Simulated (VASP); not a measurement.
A run of VASP 6.6.1:

The input INCAR:

```
SYSTEM = Be3Pd2S
  PREC = Accurate
  ENCUT = 520
  EDIFF = 1E-7
  ISMEAR = 0
  SIGMA = 0.1
  LREAL = .False.
  LASPH = .True.
  NELM = 80
  ALGO = Normal
  ISIF = 2
  LWAVE = .False.
  LCHARG = .False.
  GGA = PE
  NBANDS = 25
```

File KPOINTS:

```
Automatic mesh
0
Gamma
  6 6 6
  0 0 0
```

POSCAR

```
Be3Pd2S
1.0
    2.3771285805      1.3724358258      4.2543346824
   -2.3771285805      1.3724358258      4.2543346824
    0.0000000000     -2.7448716517      4.2543346824
Be Pd S
3 2 1
Direct
    0.5000000000      0.5000000000      0.0000000000
    0.0000000000      0.5000000000      0.5000000000
    0.5000000000      0.0000000000      0.5000000000
    0.1896303776      0.1896303776      0.1896303776
    0.8103696224      0.8103696224      0.8103696224
    0.0000000000      0.0000000000      0.0000000000
```

Potentials or basis: VASP PAW PBE potentials, release 64 (Be, Pd, S).

Launch:

```sh
$ cat potpaw_PBE.64/Be/POTCAR potpaw_PBE.64/Pd/POTCAR potpaw_PBE.64/S/POTCAR > POTCAR
$ mpirun -np 1 vasp_std > vasp.out
```

Hardware: 1 thread of AMD EPYC 9R45 96-Core Processor (Zen 5), with other jobs on the host.

**Question.** Estimate the wall time of this run.

**Answer.** It took 46 s on 1 thread of AMD EPYC 9R45 96-Core Processor (Zen 5), with other jobs on the host, peak memory 0.24 GiB. Counts: scf iterations 14, k points 32.
